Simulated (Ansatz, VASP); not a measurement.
**One calculation of Si4C5, two programs**

```
C Si
1.0
     3.09201    0.00000    0.00000
    -1.54601    2.67776    0.00000
     0.00000    0.00000   25.23371
C Si
5 4
Cartesian
  0.0000 1.7852 4.0000
  1.5460 0.8926 6.5369
  0.0000 1.7852 9.1041
  1.5460 0.8926 11.6669
  0.0000 1.7852 14.2637
  1.5460 0.8926 4.6298
  0.0000 1.7852 7.1667
  1.5460 0.8926 9.6970
  0.0000 1.7852 12.2337
```

Alike in both runs: task single point; functional PBE; k mesh 9 × 9 × 1; occupations gaussian, width 0.05 eV; collinear spin.

|  | VASP | Ansatz |
| --- | --- | --- |
| version | VASP 6.6.1 | Ansatz 0.2.0 |
| potentials or method | VASP PAW PBE potentials, release 64 (C, Si), cutoff 520 eV | scalar-relativistic, plane waves, PAW |
| valence electrons in the cell | 36 | 36 |

Ansatz gave:

- gap on the k mesh at the Fermi level (eV): none
- rms of the force components (eV/Å): 0.892
- net moment per atom (μB): 0.11
- size of the moment on the site where the two differ most (μB): 0.42

Problem. Estimate VASP's values.

Solution. gap on the k mesh at the Fermi level (eV): none; rms of the force components (eV/Å): 0.849; net moment per atom (μB): 0.00; size of the moment on the site where the two differ most (μB): 0.00.

The net moments are unlike, so the other rows may belong to different states. Site moments also hang on the region over which each program counts them. A gap of «none» marks a metal or a gap that the smearing closes. Ansatz's warnings: vacuum below fermi.
